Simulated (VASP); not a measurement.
# K3Os (Pm-3m) in VASP: a series of runs

K3Os is run at these levels: PBE; tasks: single point.

Everything below comes from runs of VASP 6.6.1. Logs are shortened: lines on timing, memory, paths and dates and some standing lists are left out, and cuts for length are marked.

## (1) The cell of the first run

It takes space group Pm-3m (No. 221, cubic). The conventional cell has a = 5.206 Å, b = 5.206 Å, c = 5.206 Å, α = 90.00°, β = 90.00°, γ = 90.00°. Within 4.8 Å of K (site symmetry 4/mmm) lie 8 K at 3.68 Å and 4 Os at 3.68 Å. Os (site symmetry m-3m) has 12 K at 3.68 Å within 4.8 Å.

## (2) Single point, PBE

Input file INCAR:

```
PREC = Accurate
ENCUT = 520
EDIFF = 1E-6
ISMEAR = 0
SIGMA = 0.1
LREAL = False
LASPH = True
NELM = 80
ALGO = Fast
ISIF = 2
LWAVE = False
LCHARG = True
GGA = PE
LELF = True
LVHAR = True
NBANDS = 26
```

Input file KPOINTS:

```
regular mesh
0
Gamma
  10 10 10
```

Input file POSCAR:

```
K3Os
1.0
    5.2061071862      0.0000000000      0.0000000000
    0.0000000000      5.2061071862      0.0000000000
    0.0000000000      0.0000000000      5.2061071862
K Os
3 1
Direct
    0.0000000000      0.5000000000      0.5000000000
    0.5000000000      0.0000000000      0.5000000000
    0.5000000000      0.5000000000      0.0000000000
    0.0000000000      0.0000000000      0.0000000000
```

Potentials or basis: VASP PAW PBE potentials, release 64 (K_sv, Os).

Launch:

```bash
$ cat potpaw_PBE.64/K_sv/POTCAR potpaw_PBE.64/Os/POTCAR > POTCAR
$ mpirun -np 1 vasp_std > vasp.out
```

OUTCAR:

```text
PREC = Accurate
   ENCUT = 520
   EDIFF = 1E-6
   ISMEAR = 0
   LREAL = False
   LASPH = True
   NELM = 80
   ISIF = 2
   GGA = PE

 ion  position               nearest neighbor table
   1  0.000  0.500  0.500-   2 3.68   3 3.68   3 3.68   2 3.68   2 3.68   3 3.68   3 3.68   2 3.68

   2  0.500  0.000  0.500-   1 3.68   3 3.68   3 3.68   1 3.68   3 3.68   3 3.68   1 3.68   1 3.68

   3  0.500  0.500  0.000-   1 3.68   2 3.68   1 3.68   2 3.68   2 3.68   2 3.68   1 3.68   1 3.68

   4  0.000  0.000  0.000-

  LATTYP: Found a simple cubic cell.
 ALAT       =     5.2061071862

  Lattice vectors:

 A1 = (   5.2061071862,   0.0000000000,   0.0000000000)
 A2 = (   0.0000000000,   5.2061071862,   0.0000000000)
 A3 = (   0.0000000000,   0.0000000000,   5.2061071862)

Analysis of symmetry for initial positions (statically):
=====================================================================
 Subroutine PRICEL returns:
 Original cell was already a primitive cell.

 Routine SETGRP: Setting up the symmetry group for a
 simple cubic supercell.

 Subroutine GETGRP returns: Found 48 space group operations
 (whereof 48 operations were pure point group operations)
 out of a pool of 48 trial point group operations.

The static configuration has the point symmetry O_h .

Analysis of symmetry for dynamics (positions and initial velocities):
=====================================================================
 Subroutine PRICEL returns:
 Original cell was already a primitive cell.

 Routine SETGRP: Setting up the symmetry group for a
 simple cubic supercell.

 Subroutine GETGRP returns: Found 48 space group operations
 (whereof 48 operations were pure point group operations)
 out of a pool of 48 trial point group operations.

The dynamic configuration has the point symmetry O_h .

 Subroutine INISYM returns: Found 48 space group operations
 (whereof 48 operations are pure point group operations),
 and found     1 'primitive' translations

----------------------------------------------------------------------------------------

                                     Primitive cell

  volume of cell :     141.1040

  direct lattice vectors                    reciprocal lattice vectors
     5.206107186  0.000000000  0.000000000     0.192082100  0.000000000  0.000000000
     0.000000000  5.206107186  0.000000000     0.000000000  0.192082100  0.000000000
     0.000000000  0.000000000  5.206107186     0.000000000  0.000000000  0.192082100

  length of vectors
     5.206107186  5.206107186  5.206107186     0.192082100  0.192082100  0.192082100

  position of ions in fractional coordinates (direct lattice)
     0.000000000  0.500000000  0.500000000
     0.500000000  0.000000000  0.500000000
     0.500000000  0.500000000  0.000000000
     0.000000000  0.000000000  0.000000000

  ion indices of the primitive-cell ions
   primitive index   ion index
                 1           1
                 2           2
                 3           3
                 4           4

----------------------------------------------------------------------------------------

 KPOINTS: regular mesh

Automatic generation of k-mesh.
 Grid dimensions read from file:
 generate k-points for:   10   10   10

 Generating k-lattice:

  Cartesian coordinates                     Fractional coordinates (reciprocal lattice)
     0.019208210  0.000000000  0.000000000     0.100000000  0.000000000  0.000000000
     0.000000000  0.019208210  0.000000000     0.000000000  0.100000000  0.000000000
     0.000000000  0.000000000  0.019208210     0.000000000  0.000000000  0.100000000

  Length of vectors
     0.019208210  0.019208210  0.019208210

  Shift w.r.t. Gamma in fractional coordinates (k-lattice)
     0.000000000  0.000000000  0.000000000

 Subroutine IBZKPT returns following result:
 ===========================================

 Found     56 irreducible k-points:

 Following reciprocal coordinates:
            Coordinates               Weight
  0.000000  0.000000  0.000000      1.000000
  0.100000  0.000000  0.000000      6.000000
  0.200000  0.000000  0.000000      6.000000
  0.300000  0.000000  0.000000      6.000000
  0.400000  0.000000  0.000000      6.000000
  0.500000  0.000000  0.000000      3.000000
[... 16 lines left out ...]
  0.200000  0.100000  0.100000     24.000000
  0.300000  0.100000  0.100000     24.000000
 [... further k-points ...]
   k-points           NKPTS =     56   k-points in BZ     NKDIM =     56   number of bands    NBANDS=     26
   number of dos      NEDOS =    301   number of ions     NIONS =      4
   total plane-waves  NPLWV =  64000
   dimension x,y,z NGX =    40 NGY =   40 NGZ =   40
   dimension x,y,z NGXF=    80 NGYF=   80 NGZF=   80
   ions per type =               3   1
   NGX,Y,Z   is equivalent  to a cutoff of  12.77, 12.77, 12.77 a.u.
   NGXF,Y,Z  is equivalent  to a cutoff of  25.55, 25.55, 25.55 a.u.
 SYSTEM =  unknown system
   PREC   = accura    normal or accurate (medium, high low for compatibility)
   ISTART =      0    job   : 0-new  1-cont  2-samecut
   ICHARG =      2    charge: 1-file 2-atom 10-const
   ISPIN  =      1    spin polarized calculation?
   LNONCOLLINEAR =      F non collinear calculations
   LSORBIT =      F    spin-orbit coupling
   LASPH  =      T    aspherical Exc in radial PAW
   ENCUT  =  520.0 eV  38.22 Ry    6.18 a.u.   9.68  9.68  9.68*2*pi/ulx,y,z
   NELM   =     80;   NELMIN=  2; NELMDL= -5     # of ELM steps
   EDIFF  = 0.1E-05   stopping-criterion for ELM
   LREAL  =      F    real-space projection
   EDIFFG = 0.1E-04   stopping-criterion for IOM
   NSW    =      0    number of steps for IOM
   IBRION =     -1    ionic relax: 0-MD 1-quasi-New 2-CG
   NFREE  =      0    steps in history (QN), initial steepest desc. (CG)
   ISIF   =      2    stress and relaxation
   ISYM   =      2    0-nonsym 1-usesym 2-fastsym
   POTIM  = 0.5000    time-step for ionic-motion
   TEBEG  =    0.0;   TEEND  =   0.0 temperature during run
   PSTRESS=    0.0 pullay stress
   NELECT =      35.0000    total number of electrons
   NUPDOWN=      -1.0000    fix difference up-down
   EMIN   =  10.00;   EMAX   =-10.00  energy-range for DOS
   EFERMI =   0.00;   METHOD = LEGACY
   ISMEAR =     0;   SIGMA  =   0.10  broadening in eV -4-tet -1-fermi 0-gaus
   EFERMI_NEDOS =   21; number of points for ismear=-14 and -15
   IALGO  =     68    algorithm
   IMIX   =      4    mixing-type and parameters
     AMIX     =   0.40;   BMIX     =  1.00
     AMIX_MAG =   1.60;   BMIX_MAG =  1.00
  volume/ion in A,a.u.               =      35.28       238.05
  Fermi-wavevector in a.u.,A,eV,Ry     =   1.028611  1.943793 14.395510  1.058040
  Thomas-Fermi vector in A             =   2.162616
   LORBIT       =      0    0 simple, 1 ext, 2 COOP (PROOUT), +10 PAW based schemes
   GGA     = PE    functional components
   LHFCALC =     F    Hartree Fock is set to
   AEXX    =    0.0000 exact exchange contribution
   IVDW    =     0    specifies the selected vdW correction
   LEPSILON=     F    determine dielectric tensor
   LRPA    =     F    only Hartree local field effects (RPA)
 non-spin polarized calculation
 RMM-DIIS sequential band-by-band and
 Gauss-broadening in eV      SIGMA  =   0.10
  energy-cutoff  :      520.00
  volume of cell :      141.10
 maximum number of plane-waves:      3840
 NGX is ok and might be reduce to    40
   NGX = 19   NGY = 19   NGZ = 19

 number of electron      35.0000000 magnetization

 Free energy of the ion-electron system (eV)
  ---------------------------------------------------
  ext. energy  EPLUGINS =         0.00000000
  ---------------------------------------------------
  free energy    TOTEN  =        -8.49796093 eV

  energy without entropy =       -8.44629280  energy(sigma->0) =       -8.47212687

 E-fermi :   1.2689     XC(G=0):  -7.9891

 val. band max:        1.2655280866   @ k =   0.4000   0.4000   0.0000
 cond. band min:       1.2785241784   @ k =   0.5000   0.5000   0.3000
 fundamental gap:      0.0129960918
 Fermi energy:         1.2689075603

 k-point     1 :       0.0000    0.0000    0.0000
  band No.  band energies     occupation
      1     -30.0673      2.00000
      2     -29.9784      2.00000
      3     -29.9784      2.00000
      4     -13.8296      2.00000
      5     -13.8296      2.00000
      6     -13.8296      2.00000
[... 18 lines left out ...]
     25       5.2607      0.00000
     26       5.2618      0.00000

 k-point     2 :       0.1000    0.0000    0.0000
  band No.  band energies     occupation
      1     -30.0654      2.00000
      2     -29.9803      2.00000
      3     -29.9783      2.00000
      4     -13.8246      2.00000
      5     -13.8246      2.00000
      6     -13.8222      2.00000
[... 18 lines left out ...]
     25       5.3051      0.00000
     26       5.5224      0.00000

 k-point     3 :       0.2000    0.0000    0.0000
  band No.  band energies     occupation
      1     -30.0598      2.00000
      2     -29.9858      2.00000
      3     -29.9783      2.00000
      4     -13.8109      2.00000
      5     -13.8109      2.00000
      6     -13.8008      2.00000
[... 18 lines left out ...]
     25       5.4378      0.00000
     26       5.6765      0.00000

 k-point     4 :       0.3000    0.0000    0.0000
  band No.  band energies     occupation
      1     -30.0515      2.00000
      2     -29.9940      2.00000
      3     -29.9782      2.00000
      4     -13.7924      2.00000
      5     -13.7924      2.00000
      6     -13.7683      2.00000
[... 18 lines left out ...]
     25       5.6238      0.00000
     26       5.6613      0.00000
[... 496 lines left out ...]
      1     -30.0616      2.00000
      2     -29.9811      2.00000
      3     -29.9811      2.00000
      4     -13.8455      2.00000
      5     -13.7965      2.00000
      6     -13.7965      2.00000
[... 18 lines left out ...]
     25       5.3040      0.00000
     26       5.6902      0.00000

 k-point    23 :       0.2000    0.1000    0.1000
  band No.  band energies     occupation
      1     -30.0563      2.00000
      2     -29.9864      2.00000
      3     -29.9811      2.00000
      4     -13.8509      2.00000
      5     -13.7831      2.00000
      6     -13.7592      2.00000
[... 18 lines left out ...]
     25       5.4704      0.00000
     26       5.8009      0.00000

 k-point    24 :       0.3000    0.1000    0.1000
  band No.  band energies     occupation
      1     -30.0483      2.00000
      2     -29.9943      2.00000
      3     -29.9810      2.00000
      4     -13.8466      2.00000
      5     -13.7648      2.00000
      6     -13.7178      2.00000
[... 18 lines left out ...]
     25       5.6615      0.00000
     26       5.9698      0.00000

 [... further k-points ...]
[... 5 lines left out ...]
  --------------------------------------------------------------------------------------
  -------------------------------------------------------------------------------------
  Total        0.0363321      0.0363321      0.0363321     -0.0000000     -0.0000000      0.0000000
  in kB        0.4125359      0.4125359      0.4125359     -0.0000000     -0.0000000      0.0000000
  external PRESSURE =       0.4125359 kB  Pullay stress =       0.0000000 kB

 VOLUME and BASIS-vectors are now :
 -----------------------------------------------------------------------------
  energy-cutoff  :      520.00
  volume of cell :      141.10
      direct lattice vectors                 reciprocal lattice vectors
     5.206107186  0.000000000  0.000000000     0.192082100  0.000000000  0.000000000
     0.000000000  5.206107186  0.000000000     0.000000000  0.192082100  0.000000000
     0.000000000  0.000000000  5.206107186     0.000000000  0.000000000  0.192082100

 POSITION                                       TOTAL-FORCE (eV/Angst)
 -----------------------------------------------------------------------------------
      0.00000      2.60305      2.60305         0.000000      0.000000      0.000000
      2.60305      0.00000      2.60305         0.000000      0.000000      0.000000
      2.60305      2.60305      0.00000         0.000000      0.000000      0.000000
      0.00000      0.00000      0.00000         0.000000      0.000000      0.000000
 -----------------------------------------------------------------------------------
    total drift:                                0.000000     -0.000000     -0.000000

  FREE ENERGIE OF THE ION-ELECTRON SYSTEM (eV)
  ---------------------------------------------------
  free  energy   TOTEN  =        -8.4979609295 eV

  energy  without entropy=       -8.4462928010  energy(sigma->0) =       -8.47212687
```

Wall time 4.5 min (1 thread of Oxide Virtual Turin-like, shared host); peak memory 0.32 GiB.

Results:

* Free energy: -8.4980 eV
* Pressure: 0.0 GPa
* Band gap on the k mesh: zero (an odd number of electrons rules out a gap without spin polarisation)

Levels at points of the mesh, in eV from the Fermi level:
```
           k point  band 16  band 17  band 18  band 19  band 20  band 21
(0.00, 0.00, 0.00)    -0.21    -0.21    -0.21     0.14     3.22     3.22
(0.50, 0.00, 0.00)    -0.13    -0.09    -0.09     0.08     1.62     2.62
(0.50, 0.50, 0.00)    -0.08    -0.08     0.19     0.49     0.49     1.33
(0.50, 0.50, 0.50)    -0.56     0.13     0.13     1.83     1.83     1.83
```

Caveat: spin-orbit coupling is left out, which moves the levels of the heavy elements.

[end of part 1 of 2]
